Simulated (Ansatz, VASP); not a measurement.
# Hf: VASP beside Ansatz

```
Hf
1.0
     3.22018    0.00000    0.00000
    -1.61009    2.78876    0.00000
     0.00000    0.00000   10.30292
Hf
4
Direct
  0.00000 0.00000 0.00000
  0.00000 0.00000 0.50000
  0.33333 0.66667 0.25000
  0.66667 0.33333 0.75000
```

Alike in both runs: functional revPBE; k mesh 11 × 11 × 3; occupations fermi-dirac, width 0.1 eV; no spin polarisation.

Ansatz relaxed the structure, and its values are those at the end. VASP's run is a single point on that final structure, the one shown.

```csv
,VASP,Ansatz
version,VASP 6.6.1,Ansatz 0.2.0
potentials or method,"VASP PAW PBE potentials, release 64 (Hf_pv), cutoff 520 eV","plane waves (420 eV) with PAW, scalar-relativistic"
valence electrons in the cell,40,104
```

|  | VASP | Ansatz | Ansatz less VASP |
| --- | --- | --- | --- |
| pressure (GPa) | -0.5 | 0.0 | +0.47 |

VASP's potentials were made for PBE, not for revPBE. VASP's potentials hold 40 valence electrons a cell and Ansatz's 104, so a difference there can come from the potentials and not from the codes.

Spin-orbit coupling is off throughout.
